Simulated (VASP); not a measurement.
Wanted: the native input for a VASP 6.6.1 run.

* Task: single point
* Functional: PBE
* Potentials or basis: VASP PAW PBE potentials, release 64 (Ta_pv, Sn_d)
* Cutoff: 520 eV
* k mesh: 6 × 6 × 6
* Occupations: gaussian, width 0.1 eV
* Spin: no spin polarisation
* Dipole correction: no
* Further INCAR settings: ALGO = Normal; EDIFF = 1e-06; NBANDS = 25

The structure of Ta2Sn lies in POSCAR:

```
Ta2Sn
1.0
    4.7914628509     -0.0000000030      0.0000000000
   -2.3957314229      4.1495285517      0.0000000000
    0.0000000000      0.0000000000      2.9261590762
Ta Sn
2 1
Direct
    0.3333333333      0.6666666667      0.3516749168
    0.6666666667      0.3333333333      0.6483250832
    0.0000000000      0.0000000000      0.0000000000
```

The cell was generated, and may not be a known phase.

One way to write it, as run:

INCAR

```
SYSTEM = Ta2Sn
ALGO     = Normal         ! electronic algorithm
EDIFF    = 1E-6           ! SCF threshold, eV
ENCUT    = 520            ! plane-wave cutoff, eV
GGA      = PE             ! functional
ISIF     = 2              ! what is computed and relaxed
ISMEAR   = 0              ! smearing method
LASPH    = .TRUE.         ! aspherical terms in the spheres
LCHARG   = .FALSE.        ! write CHGCAR
LREAL    = .FALSE.        ! projectors in reciprocal space
LWAVE    = .FALSE.        ! write WAVECAR
NBANDS   = 25             ! bands
NELM     = 60             ! most SCF steps
PREC     = Accurate       ! precision mode
SIGMA    = 0.1            ! smearing width, eV
```

KPOINTS

```
k-points
0
G
  6 6 6
  0 0 0
```

Potentials or basis: VASP PAW PBE potentials, release 64 (Ta_pv, Sn_d).

Run with:

```console
$ cat potpaw_PBE.64/Ta_pv/POTCAR potpaw_PBE.64/Sn_d/POTCAR > POTCAR
$ mpirun -np 1 vasp_std > vasp.out
```

It gave:

| Quantity | Value |
| --- | --- |
| Pressure | 0.0 GPa |
| Largest force | 0.013 eV/Å |
| Band gap on the k mesh | zero (bands 18 and 19 overlap by 1.64 eV) |

Caveat: spin-orbit coupling is left out, which moves the levels of the heavy elements.

Wall time 19 s on 1 thread of Intel(R) Xeon(R) 6975P-C (Granite Rapids), with other jobs on the host, peak memory 0.2 GiB.
